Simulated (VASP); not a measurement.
# TiB2: relaxation of cell and atoms with PBEsol

The system is TiB2.

```xyz
3
Lattice="3.0259 0.0000 0.0000 -1.5130 2.6205 0.0000 0.0000 0.0000 3.2288" Properties=species:S:1:pos:R:3 pbc="T T T"
Ti    0.0000    0.0000    0.0000
B     0.0000    1.7470    1.6144
B     1.5130    0.8735    1.6144
```

```
Program                : VASP 6.6.1
Task                   : relaxation of cell and atoms
Functional             : PBEsol
Potentials or basis    : VASP PAW PBE potentials, release 64 (Ti_sv, B)
Cutoff                 : 600 eV
k mesh                 : 15 × 15 × 12
Occupations            : gaussian, width 0.1 eV
Spin                   : no spin polarisation
Dipole correction      : no
Further INCAR settings : ALGO = Normal; EDIFF = 1e-06; IBRION = 2; EDIFFG = -0.002; NSW = 100; ISIF = 3
```

```json
{"Relaxed volume": "8.38 Å³/atom", "Relaxed cell": "a = 3.019 Å, b = 3.019 Å, c = 3.186 Å, α = 90.00°, β = 90.00°, γ = 120.00°", "Space group after relaxing (to 0.1 Å)": "P6/mmm (No. 191)", "Energy gained by relaxing": "2.8 meV/atom", "Ionic steps": "5", "Pressure after relaxing": "0.0 GPa", "Band gap on the k mesh": "zero (bands 9 and 10 overlap by 0.72 eV)"}
```

The path:
```csv
step,energy change (eV),largest force (eV/Å),pressure (GPa),volume (Å³)
1,0.0000,0.0000,-4.27,25.60
2,-0.0033,0.0000,4.21,24.77
3,-0.0075,0.0000,0.45,25.12
4,-0.0083,0.0000,0.00,25.14
5,-0.0083,0.0000,0.00,25.14
```

Final structure:
```yaml
crystal:
  lattice:
    - [3.01875, 0.00000, 0.00000]
    - [-1.50937, 2.61431, 0.00000]
    - [0.00000, 0.00000, 3.18580]
  atoms:
    - { symbol: Ti, position: [0.00000, 0.00000, 0.00000] }
    - { symbol: B, position: [0.33333, 0.66667, 0.50000] }
    - { symbol: B, position: [0.66667, 0.33333, 0.50000] }
```

Levels at points of the mesh, in eV from the Fermi level:
| k point | band 6 | band 7 | band 8 | band 9 | band 10 | band 11 | band 12 | band 13 |
| --- | --- | --- | --- | --- | --- | --- | --- | --- |
| (0.00, 0.00, 0.00) | -2.72 | -2.72 | -2.22 | -2.19 | 1.94 | 1.94 | 3.82 | 3.82 |
| (0.00, 0.00, 0.50) | -7.71 | -0.58 | -0.58 | -0.28 | -0.28 | 0.42 | 0.42 | 1.78 |

Wall time 3.3 min on 1 thread of Intel Xeon 8259CL, on a shared host, peak memory 0.21 GiB.

Caveat: the PAW data sets were made with another functional, which shifts forces and pressure a little.
